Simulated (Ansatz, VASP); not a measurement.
## Two plane-wave programs on Cu

```
Cu
1.0
     0.00000    1.81487    1.81487
     1.81487    0.00000    1.81487
     1.81487    1.81487    0.00000
Cu
1
Direct
  0.00000 0.00000 0.00000
```

Alike in both runs: task relaxation of cell and atoms; functional LDA; k mesh 20 × 20 × 20; occupations gaussian, width 0.1 eV; no spin polarisation.

```csv
,VASP,Ansatz
version,VASP 6.6.1,Ansatz 0.2.0
potentials or method,"VASP PAW LDA potentials, release 64 (Cu), cutoff 600 eV","scalar-relativistic, plane waves, PAW"
valence electrons in the cell,11,19
```

```tsv
	VASP	Ansatz	Ansatz less VASP
gap on the k mesh at the Fermi level, each at its own relaxed structure (eV)	none	none	-
relaxed volume (Å³/atom)	10.94	10.89	-0.055
relaxed cell length with the largest relative difference (Å)	2.492	2.488	-0.0041
```

LDA's correlation is that of Perdew and Zunger in VASP and of Perdew and Wang (1992) in Ansatz. A gap of «none» marks a metal or a gap that the smearing closes. VASP's potentials hold 11 valence electrons a cell and Ansatz's 19, so a difference there can come from the potentials and not from the codes.
